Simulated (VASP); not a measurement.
A run of VASP 6.6.1 is set up as follows.

INCAR

```
PREC = Accurate
ENCUT = 520
EDIFF = 1E-8
ISMEAR = -1
SIGMA = 0.05
LREAL = F
LASPH = T
NELM = 60
ALGO = Normal
ISIF = 2
LWAVE = F
LCHARG = F
GGA = PS
LEFG = T
NBANDS = 26
```

Contents of KPOINTS:

```
regular mesh
0
Gamma
  14 14 14
```

The input POSCAR:

```
In
1.0
    1.6584308627      0.9574955050      8.1523779443
   -1.6584308627      0.9574955050      8.1523779443
    0.0000000000     -1.9149910101      8.1523779443
In
3
Direct
    0.0000000000      0.0000000000      0.0000000000
    0.7780122400      0.7780122400      0.7780122400
    0.2219877600      0.2219877600      0.2219877600
```

Potentials or basis: VASP PAW PBE potentials, release 64 (In_d).

Launch:

```sh
$ cat potpaw_PBE.64/In_d/POTCAR > POTCAR
$ mpirun -np 1 vasp_std > vasp.out
```

(1) Predict the largest force.

(2) What does it give for the pressure?

Answers

(1) 0.021 eV/Å.

(2) -0.4 GPa.

Caveat: without QUAD_EFG the Cq values of the log hold for a quadrupole moment of 1 mb, not for the nuclei; the PAW data sets were made with another functional, which shifts forces and pressure a little.
